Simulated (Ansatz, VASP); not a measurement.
NaH: VASP beside Ansatz

```
Na H
1.0
     2.97452    0.04213    0.04213
     0.04213    2.97452    0.04213
     0.04213    0.04213    2.97452
Na H
1 1
Direct
  0.00000 0.00000 0.00000
  0.50000 0.50000 0.50000
```

Change from the starting cell: shear_111 strain +4.3%.

Alike in both runs: task single point; functional HSE06; k mesh 6 × 6 × 6; no spin polarisation.

|  | VASP | Ansatz |
| --- | --- | --- |
| version | VASP 6.6.1 | Ansatz 0.2.0 |
| potentials or method | VASP PAW PBE potentials, release 64 (Na_pv, H) | plane waves, PAW |
| plane-wave cutoff (eV) | 520 | 420 |
| occupations | gaussian, width 0.01 eV | fixed |
| valence electrons in the cell | 8 | 10 |

```tsv
	VASP	Ansatz	Ansatz less VASP
gap on the k mesh at the Fermi level (eV)	1.89	1.89	+0.005
pressure (GPa)	-0.7	-0.7	0.00
traceless stress, the component that is largest in VASP (GPa)	0.21	0.21	+0.003
```

VASP's potentials hold 8 valence electrons a cell and Ansatz's 10, so a difference there can come from the potentials and not from the codes. Ansatz's warnings: stress exchange threshold loose, stress scf threshold loose.
